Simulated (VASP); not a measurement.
Set up this calculation in VASP 6.6.1, as the native input.

```
Task                   : relaxation of cell and atoms
Functional             : PBE
Potentials or basis    : VASP PAW PBE potentials, release 64 (In_d, Sb)
Cutoff                 : 600 eV
k mesh                 : 8 × 8 × 4
Occupations            : gaussian, width 0.1 eV
Spin                   : no spin polarisation
Dipole correction      : no
Further INCAR settings : ALGO = Fast; EDIFF = 1e-06; IBRION = 2; EDIFFG = -0.01; NSW = 100; ISIF = 3
```

The structure of InSb lies in POSCAR:

```
InSb
1.0
    5.7648342650      0.0000000000      0.0000000000
    0.0000000000      5.7648342650      0.0000000000
    0.0000000000      0.0000000000      8.8641222445
In Sb
3 3
Direct
    0.5000000000      0.0000000000      0.0000000000
    0.0000000000      0.5000000000      0.0000000000
    0.5000000000      0.5000000000      0.0000000000
    0.0000000000      0.0000000000      0.8185200218
    0.0000000000      0.0000000000      0.1814799782
    0.0000000000      0.0000000000      0.5000000000
```

The cell was generated, and may not be a known phase.

One way to write it, as run:

INCAR

```
SYSTEM = InSb
PREC = Accurate ; ENCUT = 600
EDIFF = 1E-6 ; ISMEAR = 0
SIGMA = 0.1 ; LREAL = .False.
LASPH = .True. ; NELM = 60
ALGO = Fast ; ISIF = 3
LWAVE = .False. ; LCHARG = .False.
GGA = PE ; IBRION = 2
NSW = 100 ; EDIFFG = -0.01
```

KPOINTS

```
Automatic mesh
0
Gamma
  8 8 4
  0 0 0
```

Potentials or basis: VASP PAW PBE potentials, release 64 (In_d, Sb).

Command:

```bash
$ cat potpaw_PBE.64/In_d/POTCAR potpaw_PBE.64/Sb/POTCAR > POTCAR
$ mpirun -np 1 vasp_std > vasp.out
```

Results of the run:

| Item | Value |
| --- | --- |
| Relaxed volume | 48.61 Å³/atom |
| Relaxed cell | a = 5.804 Å, b = 5.804 Å, c = 8.659 Å, α = 90.00°, β = 90.00°, γ = 90.00° |
| Space group after relaxing (to 0.1 Å) | P4/mmm (No. 123) |
| Energy gained by relaxing | 6.6 meV/atom |
| Ionic steps | 13 |
| Pressure after relaxing | 0.0 GPa |
| Largest force after relaxing | 0.009 eV/Å |
| Band gap on the k mesh | zero (bands 27 and 28 overlap by 1.40 eV) |

Caveat: spin-orbit coupling is left out, which moves the levels of the heavy elements.

Run time: 82 min on 1 thread of Oxide Virtual Turin-like Processor (shared host), peak memory 0.72 GiB.
